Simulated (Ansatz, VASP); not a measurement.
**Ta in VASP and in Ansatz**

Contents of INCAR:

```
SYSTEM = Ta
PREC = Accurate
ENCUT = 520
EDIFF = 1E-6
ISMEAR = 0
SIGMA = 0.15
LREAL = .FALSE.
LASPH = .TRUE.
NELM = 80
ALGO = Fast
ISIF = 2
LWAVE = .FALSE.
LCHARG = .TRUE.
GGA = PS
LELF = .TRUE.
LVHAR = .TRUE.
NBANDS = 18
```

Contents of KPOINTS:

```
Automatic mesh
0
G
  22 22 14
  0 0 0
```

POSCAR

```
Ta
1.0
   -1.6402597622      1.6402597622      1.6402597622
    1.6402597622     -1.6402597622      1.6402597622
    3.2805195245      3.2805195245      0.0000000000
Ta
2
Direct
    0.0053886799     -0.0053886799      0.0000000000
    0.4946113201      0.5053886799      0.5000000000
```

Input for Ansatz:

```yaml
crystal:
  lattice:
    - [-1.6402597622, 1.6402597622, 1.6402597622]
    - [1.6402597622, -1.6402597622, 1.6402597622]
    - [3.2805195245, 3.2805195245, 0.0]
  atoms:
    - { symbol: Ta, position: [0.0053886799, -0.0053886799, 0.0] }
    - { symbol: Ta, position: [0.4946113201, 0.5053886799, 0.5] }
basis:
  ecutwfc: 420
kpoints:
  mp_grid: { grid: [22, 22, 14] }
hamiltonian:
  xc: pbesol
scf:
  occupations: { method: gaussian, width: 0.15 }
output:
  forces: true
  stress: true
  eigenvalues: true
```

Change from the starting cell: mode 4 (93.3 1/cm) frozen in, largest displacement +0.025 Å.

Alike in both runs: task single point; functional PBEsol; k mesh 22 × 22 × 14; occupations gaussian, width 0.15 eV; no spin polarisation.

```csv
,VASP,Ansatz
version,VASP 6.6.1,Ansatz 0.2.0
potentials or method,"VASP PAW PBE potentials, release 64 (Ta_pv), cutoff 520 eV","scalar-relativistic, plane waves, PAW"
valence electrons in the cell,22,26
```

```csv
,VASP,Ansatz,Ansatz less VASP
gap on the k mesh at the Fermi level (eV),none,none,-
pressure (GPa),0.5,0.3,-0.22
rms of the force components (eV/Å),0.083,0.083,0.0000
```

VASP's potentials were made for PBE, not for PBEsol. Atom by atom the forces differ by 0.000 eV/Å (rms over components). A gap of «none» marks a metal or a gap that the smearing closes. VASP's potentials hold 22 valence electrons a cell and Ansatz's 26, so a difference there can come from the potentials and not from the codes.

Spin-orbit coupling is off throughout.
